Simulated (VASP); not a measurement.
The system is NaF (Villiaumite).

```xyz
2
Lattice="0.0000 2.3354 2.3354 2.3354 0.0000 2.3354 2.3354 2.3354 0.0000" Properties=species:S:1:pos:R:3 pbc="T T T"
Na    0.0000    0.0000    0.0000
F     2.3354    2.3354    2.3354
```

This cell differs from its parent crystal: volume scaled by 1.02.

Base run:

| Quantity | Value |
| --- | --- |
| Program | VASP 6.6.1 |
| Functional | PBEsol |
| Potentials or basis | VASP PAW PBE potentials, release 64 (Na_pv, F) |
| Cutoff | 520 eV |
| k mesh | 10 × 10 × 10 |
| Occupations | fermi-dirac, width 0.05 eV |
| Spin | no spin polarisation |

Its results: band gap on the k mesh 6.04 eV, direct; pressure -1.3 GPa.

Task: After a change of settings the same cell gave: band gap on the k mesh 7.04 eV, direct; pressure -3.0 GPa. Which change was it?
A. further incar settings from ALGO = Normal; EDIFF = 1e-06; NBANDS = 14 to ALGO = Normal; EDIFF = 1e-07; NBANDS = 14
B. functional from PBEsol to r2SCAN
C. functional from PBEsol to LDA; potentials or basis from VASP PAW PBE potentials, release 64 (Na_pv, F) to VASP PAW LDA potentials, release 64 (Na_pv, F)

Result: B.

r2SCAN gives the wider gap, since meta-GGAs in the generalised Kohn-Sham scheme recover part of the derivative discontinuity.

Caveats: the PAW data sets were made with another functional, which shifts forces and pressure a little.
